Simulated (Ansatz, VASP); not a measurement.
**Pt in VASP and in Ansatz**

```
Pt
1.0
     0.00000    2.05579    2.00685
     2.05579    0.00000    2.00685
     2.05579    2.05579    0.00000
Pt
1
Direct
  0.00000 0.00000 0.00000
```

Change from the starting cell: strain +0.050 along x and y, +0.025 along z, atoms carried along.

Alike in both runs: task single point; functional PBE; k mesh 20 × 20 × 20; occupations gaussian, width 0.15 eV; no spin polarisation.

|  | VASP | Ansatz |
| --- | --- | --- |
| version | VASP 6.6.1 | Ansatz 0.2.0 |
| potentials or method | VASP PAW PBE potentials, release 64 (Pt), cutoff 520 eV | scalar-relativistic, plane waves, PAW |
| valence electrons in the cell | 10 | 18 |

VASP gave:

| Property | Result |
| --- | --- |
| gap on the k mesh at the Fermi level (eV) | none |
| pressure (GPa) | -16.3 |
| traceless stress, the component that is largest in VASP (GPa) | 0.82 |

Task: Which values does Ansatz return?

Result: gap on the k mesh at the Fermi level (eV): none; pressure (GPa): -15.9; traceless stress, the component that is largest in VASP (GPa): 0.82.

A gap of «none» marks a metal or a gap that the smearing closes. With one functional, cell and mesh, what is left measures potentials, basis and numerics. VASP's potentials hold 10 valence electrons a cell and Ansatz's 18, so a difference there can come from the potentials and not from the codes.

Neither program's run includes spin-orbit coupling.
